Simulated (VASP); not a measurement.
The system is MoS2, a slab with vacuum.

```
CELL_PARAMETERS angstrom
3.18413 0.00000 0.00000
-1.59206 2.75753 0.00000
0.00000 0.00000 17.33460
ATOMIC_POSITIONS crystal
Mo 0.00000 0.00000 0.00000
S 0.33333 0.66667 0.91051
S 0.33333 0.66667 0.08949
```

Base run:

- Program: VASP 6.6.1
- Functional: r2SCAN
- Potentials or basis: VASP PAW PBE potentials, release 64 (Mo_sv, S)
- Cutoff: 520 eV
- k mesh: 10 × 10 × 2
- Occupations: fermi-dirac, width 0.05 eV
- Spin: no spin polarisation

Its results: band gap on the k mesh 1.83 eV, indirect (least direct gap 2.04 eV); largest force 0.021 eV/Å.

Task: The run is repeated on the same cell with these changes: functional from r2SCAN to PBE. What comes out?

Result: Band gap on the k mesh 1.74 eV, indirect (least direct gap 1.93 eV); largest force 0.205 eV/Å.

Caveats: the PAW data sets were made with another functional, which shifts forces and pressure a little (some runs).

A k mesh can miss the band edges.
